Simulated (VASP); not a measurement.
# La (P6_3/mmc) in VASP: further runs

Aim: see how the results for La move with the level of theory and the settings. Levels: r2SCAN, PBE. Tasks: single point.

Program: VASP 6.6.1. These are calculated values, not measurements. Logs are shortened: lines on timing, memory, paths and dates and some standing lists are left out, and cuts for length are marked.

## Step 1: The cell of the first run

The structure is hexagonal, space group P6_3/mmc (No. 194). Conventional cell: a = 3.799 Å, b = 3.799 Å, c = 6.150 Å, α = 90.00°, β = 90.00°, γ = 120.00°. Within 5.0 Å of La (site symmetry -6m2) lie 12 La at 3.78 to 3.80 Å.

## Step 2: Single point, r2SCAN

POSCAR reads:

```
La
1.0
    3.7993477643      0.0000000000      0.0000000000
   -1.8996738822      3.2903316817      0.0000000000
    0.0000000000      0.0000000000      6.1498775812
La
2
Direct
    0.6666666667      0.3333333333      0.7500000000
    0.3333333333      0.6666666667      0.2500000000
```

INCAR.step1 reads:

```
SYSTEM = La
  ALGO = Normal
  EDIFF = 1E-4
  ENCUT = 520
  GGA = PE
  ISMEAR = -1
  LASPH = .True.
  LCHARG = .False.
  LREAL = .False.
  LWAVE = .True.
  NBANDS = 18
  NELM = 80
  PREC = Accurate
  SIGMA = 0.05
```

INCAR.step2 reads:

```
SYSTEM = La
  ALGO = Normal
  EDIFF = 1E-7
  ENCUT = 520
  ISIF = 2
  ISMEAR = -1
  ISTART = 1
  LASPH = .True.
  LCHARG = .False.
  LMIXTAU = .True.
  LREAL = .False.
  LWAVE = .False.
  METAGGA = R2SCAN
  NBANDS = 18
  NELM = 80
  PREC = Accurate
  SIGMA = 0.05
```

KPOINTS reads:

```
k-points
0
Gamma
  8 8 5
  0 0 0
```

Potentials or basis: VASP PAW PBE potentials, release 64 (La).

Launch:

```bash
> cat potpaw_PBE.64/La/POTCAR > POTCAR
> cp INCAR.step1 INCAR
> mpirun -np 1 vasp_std > vasp.out
> cp INCAR.step2 INCAR
> mpirun -np 1 vasp_std > vasp.out
```

OUTCAR:

```text
SYSTEM = La
   EDIFF = 1E-7
   ENCUT = 520
   ISIF = 2
   ISMEAR = -1
   ISTART = 1
   LASPH = .True.
   LREAL = .False.
   METAGGA = R2SCAN
   NELM = 80
   PREC = Accurate

 ion  position               nearest neighbor table
   1  0.667  0.333  0.750-
   2  0.333  0.667  0.250-

  LATTYP: Found a hexagonal cell.
 ALAT       =     3.7993477643
 C/A-ratio  =     1.6186666667

  Lattice vectors:

 A1 = (   3.7993477643,   0.0000000000,   0.0000000000)
 A2 = (  -1.8996738822,   3.2903316817,   0.0000000000)
 A3 = (   0.0000000000,   0.0000000000,   6.1498775812)

Analysis of symmetry for initial positions (statically):
=====================================================================
 Subroutine PRICEL returns:
 Original cell was already a primitive cell.

 Routine SETGRP: Setting up the symmetry group for a
 hexagonal supercell.

 Subroutine GETGRP returns: Found 24 space group operations
 (whereof 12 operations were pure point group operations)
 out of a pool of 24 trial point group operations.

The static configuration has the point symmetry D_3d.
 The point group associated with its full space group is D_6h.

Analysis of symmetry for dynamics (positions and initial velocities):
=====================================================================
 Subroutine PRICEL returns:
 Original cell was already a primitive cell.

 Routine SETGRP: Setting up the symmetry group for a
 hexagonal supercell.

 Subroutine GETGRP returns: Found 24 space group operations
 (whereof 12 operations were pure point group operations)
 out of a pool of 24 trial point group operations.

The dynamic configuration has the point symmetry D_3d.
 The point group associated with its full space group is D_6h.

 Subroutine INISYM returns: Found 24 space group operations
 (whereof 12 operations are pure point group operations),
 and found     1 'primitive' translations

----------------------------------------------------------------------------------------

                                     Primitive cell

  volume of cell :      76.8803

  direct lattice vectors                    reciprocal lattice vectors
     3.799347764  0.000000000  0.000000000     0.263203071  0.151960364  0.000000000
[... 80 lines left out ...]
   ISPIN  =      1    spin polarized calculation?
   LNONCOLLINEAR =      F non collinear calculations
   LSORBIT =      F    spin-orbit coupling
   LASPH  =      T    aspherical Exc in radial PAW
   ENCUT  =  520.0 eV  38.22 Ry    6.18 a.u.   7.06  7.06 11.43*2*pi/ulx,y,z
   NELM   =     80;   NELMIN=  2; NELMDL=  0     # of ELM steps
   EDIFF  = 0.1E-06   stopping-criterion for ELM
   LREAL  =      F    real-space projection
   EDIFFG = 0.1E-05   stopping-criterion for IOM
   NSW    =      0    number of steps for IOM
   IBRION =     -1    ionic relax: 0-MD 1-quasi-New 2-CG
   NFREE  =      0    steps in history (QN), initial steepest desc. (CG)
   ISIF   =      2    stress and relaxation
   ISYM   =      2    0-nonsym 1-usesym 2-fastsym
   POTIM  = 0.5000    time-step for ionic-motion
   TEBEG  =    0.0;   TEEND  =   0.0 temperature during run
   PSTRESS=    0.0 pullay stress
   NELECT =      22.0000    total number of electrons
   NUPDOWN=      -1.0000    fix difference up-down
   EMIN   =  10.00;   EMAX   =-10.00  energy-range for DOS
   EFERMI =   0.00;   METHOD = LEGACY
   ISMEAR =    -1;   SIGMA  =   0.05  broadening in eV -4-tet -1-fermi 0-gaus
   EFERMI_NEDOS =   21; number of points for ismear=-14 and -15
   IALGO  =     38    algorithm
   IMIX   =      4    mixing-type and parameters
     AMIX     =   0.40;   BMIX     =  1.00
     AMIX_MAG =   1.60;   BMIX_MAG =  1.00
  volume/ion in A,a.u.               =      38.44       259.41
  Fermi-wavevector in a.u.,A,eV,Ry     =   1.078808  2.038651 15.834811  1.163826
  Thomas-Fermi vector in A             =   2.214756
   LORBIT       =      0    0 simple, 1 ext, 2 COOP (PROOUT), +10 PAW based schemes
   METAGGA = R2SCAN    functional components
   LHFCALC =     F    Hartree Fock is set to
   AEXX    =    0.0000 exact exchange contribution
   IVDW    =     0    specifies the selected vdW correction
   LEPSILON=     F    determine dielectric tensor
   LRPA    =     F    only Hartree local field effects (RPA)
 non-spin polarized calculation
  energy-cutoff  :      520.00
  volume of cell :       76.88
 maximum number of plane-waves:      2084
   NGX = 15   NGY = 15   NGZ = 23

 number of electron      22.0000000 magnetization

 Free energy of the ion-electron system (eV)
  ---------------------------------------------------
  ext. energy  EPLUGINS =         0.00000000
  ---------------------------------------------------
  free energy    TOTEN  =       -59.42883459 eV

  energy without entropy =      -59.39610554  energy(sigma->0) =      -59.41247007

 E-fermi :   7.6363     XC(G=0): -10.0645

 val. band max:        7.6336013795   @ k =   0.3750   0.0000   0.4000
 cond. band min:       7.6823465844   @ k =   0.1250   0.1250   0.0000
 fundamental gap:      0.0487452049
 Fermi energy:         7.6363217680

 k-point     1 :       0.0000    0.0000    0.0000
  band No.  band energies     occupation
      1     -26.4833      2.00000
      2     -26.2916      2.00000
      3     -10.3642      2.00000
      4      -9.2306      2.00000
      5      -9.2306      2.00000
      6      -9.0620      2.00000
[... 481 lines left out ...]
      5      -9.4837      2.00000
      6      -9.3852      2.00000
[... 10 lines left out ...]
     17       9.6486      0.00000
     18       9.6716      0.00000

 [... further k-points ...]

------------------------ aborting loop because EDIFF is reached ----------------------------------------

  FORCE on cell =-STRESS in cart. coord.  units (eV):
  Direction    XX          YY          ZZ          XY          YZ          ZX
  --------------------------------------------------------------------------------------
  -------------------------------------------------------------------------------------
  Total        0.1344892      0.1344892     -0.3512142     -0.0000000     -0.0000000     -0.0000000
  in kB        2.8027392      2.8027392     -7.3192644     -0.0000000     -0.0000000     -0.0000000
  external PRESSURE =      -0.5712620 kB  Pullay stress =       0.0000000 kB

 VOLUME and BASIS-vectors are now :
 -----------------------------------------------------------------------------
  energy-cutoff  :      520.00
  volume of cell :       76.88
      direct lattice vectors                 reciprocal lattice vectors
     3.799347764  0.000000000  0.000000000     0.263203071  0.151960364  0.000000000
    -1.899673882  3.290331682  0.000000000     0.000000000  0.303920728  0.000000000
     0.000000000  0.000000000  6.149877581     0.000000000  0.000000000  0.162604863

 POSITION                                       TOTAL-FORCE (eV/Angst)
 -----------------------------------------------------------------------------------
      1.89967      1.09678      4.61241         0.000000      0.000000      0.000000
     -0.00000      2.19355      1.53747        -0.000000      0.000000      0.000000
 -----------------------------------------------------------------------------------
    total drift:                                0.000000     -0.000000      0.000000

  FREE ENERGIE OF THE ION-ELECTRON SYSTEM (eV)
  ---------------------------------------------------
  free  energy   TOTEN  =       -59.4288345948 eV

  energy  without entropy=      -59.3961055398  energy(sigma->0) =      -59.41247007
```

OSZICAR.step1:

```text
N       E                     dE             d eps       ncg     rms          rms(c)
DAV:   1     0.257589281638E+03    0.25759E+03   -0.80305E+03  1080   0.166E+03
DAV:   2     0.304926566645E+02   -0.22710E+03   -0.22373E+03  1544   0.297E+02
DAV:   3    -0.599424939500E+01   -0.36487E+02   -0.35688E+02  1780   0.138E+02
DAV:   4    -0.941922587539E+01   -0.34250E+01   -0.34043E+01  2148   0.420E+01
DAV:   5    -0.967272717700E+01   -0.25350E+00   -0.25300E+00  1728   0.104E+01    0.318E+00
DAV:   6    -0.971012093690E+01   -0.37394E-01   -0.48828E-01  2160   0.484E+00    0.161E+00
DAV:   7    -0.970936948023E+01    0.75146E-03   -0.52734E-02  1760   0.181E+00    0.508E-01
DAV:   8    -0.971398198558E+01   -0.46125E-02   -0.25530E-02  2160   0.124E+00    0.219E-01
DAV:   9    -0.971339712997E+01    0.58486E-03   -0.56518E-04  1736   0.188E-01    0.244E-01
DAV:  10    -0.971693634457E+01   -0.35392E-02   -0.13096E-02  1864   0.813E-01    0.645E-02
DAV:  11    -0.971700725955E+01   -0.70915E-04   -0.77078E-04  2160   0.235E-01
   1 F= -.97170073E+01 E0= -.96987941E+01  d E =-.364264E-01
```

Run time: 4.1 min. Hardware: 1 thread of AMD EPYC 7R13 (Zen 3), shared host; peak memory 0.19 GiB.

Results:

```
Free energy            : -59.4288 eV
Pressure               : -0.1 GPa
Band gap on the k mesh : zero (band 11 reaches 8.94 eV, above the bottom of band 12 at 7.45 eV)
```

Caveat: the PAW data sets were made with another functional, which shifts forces and pressure a little; spin-orbit coupling is left out, which moves the levels of the heavy elements.

## Step 3: Single point, r2SCAN

This run uses another cell than the first one, of 39.18 Å³/atom, 1.019 times its volume.

POSCAR reads:

```
La
1.0
    3.8235480841      0.0000000000      0.0000000000
   -1.9117740420      3.3112897734      0.0000000000
    0.0000000000      0.0000000000      6.1890498321
La
2
Direct
    0.6666666667      0.3333333333      0.7500000000
    0.3333333333      0.6666666667      0.2500000000
```

INCAR.step1 reads:

```
SYSTEM = La
  PREC = Accurate
  ENCUT = 520
  ISMEAR = -1
  SIGMA = 0.05
  LREAL = .False.
  LASPH = .True.
  NELM = 80
  NBANDS = 18
  GGA = PE
  ALGO = Normal
  EDIFF = 1E-4
  LWAVE = .True.
  LCHARG = .False.
```

INCAR.step2 reads:

```
SYSTEM = La
  PREC = Accurate
  ENCUT = 520
  EDIFF = 1E-6
  ISMEAR = -1
  SIGMA = 0.05
  LREAL = .False.
  LASPH = .True.
  NELM = 80
  ALGO = Normal
  ISIF = 2
  LWAVE = .False.
  LCHARG = .False.
  METAGGA = R2SCAN
  LMIXTAU = .True.
  NBANDS = 18
  ISTART = 1
```

KPOINTS reads:

```
Automatic mesh
0
Gamma
  8 8 5
  0 0 0
```

Potentials or basis: VASP PAW PBE potentials, release 64 (La).

Launch:

```bash
> cat potpaw_PBE.64/La/POTCAR > POTCAR
> cp INCAR.step1 INCAR
> mpirun -np 1 vasp_std > vasp.out
> cp INCAR.step2 INCAR
> mpirun -np 1 vasp_std > vasp.out
```

It took 3.9 min on 1 thread of AMD EPYC 7R13 (Zen 3), shared host; peak memory 0.19 GiB.

Results (log left out):

| Quantity | Value |
| --- | --- |
| Free energy | -59.4264 eV |
| Pressure | -0.5 GPa |
| Band gap on the k mesh | zero (band 11 reaches 8.75 eV, above the bottom of band 12 at 7.26 eV) |

Stress tensor (GPa, compression positive):
```
-0.18  0.00  0.00
 0.00 -0.18  0.00
 0.00  0.00 -1.20
```

Levels at points of the mesh, in eV from the Fermi level:
```csv
k point,band 7,band 8,band 9,band 10,band 11,band 12,band 13,band 14,band 15,band 16
"(0.00, 0.00, 0.00)",-16.76,-16.73,-3.36,-1.75,1.29,1.44,1.44,1.73,1.74,1.83
"(0.50, 0.00, 0.00)",-17.04,-16.91,-1.56,-1.17,-1.17,1.06,1.34,1.36,1.69,2.03
```

Caveat: the PAW data sets were made with another functional, which shifts forces and pressure a little; spin-orbit coupling is left out, which moves the levels of the heavy elements.

## Step 4: Single point, PBE

This run uses another cell than the first one, of 35.48 Å³/atom, 0.923 times its volume.

INCAR reads:

```
SYSTEM = La
PREC = Accurate
ENCUT = 520
EDIFF = 1E-6
ISMEAR = -1
SIGMA = 0.05
LREAL = .FALSE.
LASPH = .TRUE.
NELM = 100
ALGO = Normal
ISIF = 2
LWAVE = .FALSE.
LCHARG = .FALSE.
GGA = PE
NBANDS = 18
```

KPOINTS reads:

```
regular mesh
0
G
  7 7 4
  0 0 0
```

POSCAR reads:

```
La
1.0
    3.7500000000      0.0000000000      0.0000000000
   -1.8750000000      3.2475952642      0.0000000000
    0.0000000000      0.0000000000      5.8272000000
La
2
Direct
    0.6666666667      0.3333333333      0.7500000000
    0.3333333333      0.6666666667      0.2500000000
```

Launch:

```bash
> cat potpaw_PBE.64/La/POTCAR > POTCAR
> mpirun -np 1 vasp_std > vasp.out
```

Wall time 58 s (1 thread of Intel Xeon 6975P-C, shared host); peak memory 0.2 GiB.

Results (log left out):

| Property | Result |
| --- | --- |
| Free energy | -9.6530 eV |
| Pressure | 2.0 GPa |
| Band gap on the k mesh | zero (band 11 reaches 9.51 eV, above the bottom of band 12 at 8.01 eV) |

Stress tensor (GPa, compression positive):
```
1.45 0.00 0.00
0.00 1.45 0.00
0.00 0.00 3.15
```

Levels at points of the mesh, in eV from the Fermi level:
```tsv
k point	band 7	band 8	band 9	band 10	band 11	band 12	band 13	band 14	band 15	band 16
(0.00, 0.00, 0.00)	-15.72	-15.60	-3.11	-1.84	1.23	1.27	1.27	1.65	1.71	1.71
(0.00, 0.00, 0.50)	-15.85	-15.85	-1.73	-1.73	0.72	0.72	1.28	1.28	1.28	1.28
```

Caveat: spin-orbit coupling is left out, which moves the levels of the heavy elements.

(Part 1 of 2 ends here.)
